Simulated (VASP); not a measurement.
Wanted: the native input for a VASP 6.6.1 run.

```yaml
Task: single point
Functional: PBE
Potentials_or_basis: VASP PAW PBE potentials, release 64 (Ni_sv_GW, O)
Cutoff: 700 eV
k_mesh: 10 × 10 × 5
Occupations: gaussian, width 0.05 eV
Spin: collinear spin, antiferromagnetic start
Starting_moments: "[2.0, -2.0, 0.0, 0.0] μB"
Hubbard_terms: Ni d U = 6.2 eV
Dipole_correction: no
Further_INCAR_settings: ALGO = Normal; EDIFF = 1e-06; NBANDS = 36
```

The structure of NiO lies in POSCAR:

```
NiO
1.0
    0.0000000000      2.3247345634      2.3247345634
    4.6494691268      2.3247345634      2.3247345634
    4.6494691268      4.6494691268      0.0000000000
Ni O
2 2
Direct
    0.0000000000      0.0000000000      0.0000000000
    0.0000000000      0.0000000000      0.5000000000
    0.2500000000      0.2500000000      0.0000000000
    0.2500000000      0.2500000000      0.5000000000
```

One way to write it, as run:

INCAR

```
SYSTEM = NiO
PREC = Accurate
ENCUT = 700
EDIFF = 1E-6
ISMEAR = 0
SIGMA = 0.05
LREAL = .False.
LASPH = .True.
NELM = 200
ALGO = Normal
ISIF = 2
LWAVE = .False.
LCHARG = .True.
ISPIN = 2
MAGMOM = 2 -2 0 0
LORBIT = 11
LMAXMIX = 4
LDAU = .True.
LDAUTYPE = 2
LDAUL = 2 -1
LDAUU = 6.2 0
LDAUJ = 0 0
LDAUPRINT = 1
GGA = PE
LELF = .True.
LVHAR = .True.
NBANDS = 36
GGA_COMPAT = .False.
```

KPOINTS

```
Automatic mesh
0
Gamma
  10 10 5
  0 0 0
```

Potentials or basis: VASP PAW PBE potentials, release 64 (Ni_sv_GW, O).

Launch:

```console
$ cat potpaw_PBE.64/Ni_sv_GW/POTCAR potpaw_PBE.64/O/POTCAR > POTCAR
$ mpirun -np 1 vasp_std > vasp.out
```

It gave:

| Item | Value |
| --- | --- |
| Pressure | -8.3 GPa |
| Band gap on the k mesh | zero (filled and empty bands overlap) |
| Net moment | 0.00 μB per cell |
| Site moments | Ni +1.65, -1.65; O +0.00 μB |
| Valence electrons inside the program's atomic spheres | Ni 16.14; O 4.96 |

Caveat: the cell stands under tension.

It took 14 min on 1 thread of Intel(R) Xeon(R) Platinum 8259CL CPU @ 2.50GHz (Skylake/Cascade Lake), with other jobs on the host, peak memory 0.52 GiB.
